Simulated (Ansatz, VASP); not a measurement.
## TiB2 in VASP and in Ansatz

```xyz
3
Lattice="3.0259 0.0000 0.0000 -1.5130 2.6205 0.0000 0.0000 0.0000 3.2288" Properties=species:S:1:pos:R:3 pbc="T T T"
Ti    0.0000    0.0000    0.0000
B    -0.2875    1.5811    1.6144
B     1.8004    1.0395    1.6144
```

Change from the starting cell: shortest bond scaled by 0.62, PAW files.

Alike in both runs: task electric field gradients; functional PBE; k mesh 10 × 10 × 9; occupations fermi-dirac, width 0.05 eV; no spin polarisation.

|  | VASP | Ansatz |
| --- | --- | --- |
| version | VASP 6.6.1 | Ansatz 0.2.0 |
| potentials or method | VASP PAW PBE potentials, release 64 (Ti_sv, B) | PAW with Ansatz's default frozen-core files, scalar-relativistic |
| plane-wave cutoff (eV) | 520 | 420 |
| valence electrons in the cell | 18 | 18 |

```csv
,VASP,Ansatz,Ansatz less VASP
pressure (GPa),88.5,85.8,-2.66
"traceless stress, the component that is largest in VASP (GPa)",109.36,106.31,-3.058
rms of the force components (eV/Å),20.480,19.937,-0.5431
size of Vzz on the site where it differs most (V/Å²),3.2,3.4,+0.22
```

Atom by atom the forces differ by 0.543 eV/Å (rms over components). Both programs put the cell under a high pressure, so it lies far from rest at this level.

Noted on VASP's run: the cell as given lies far from equilibrium.
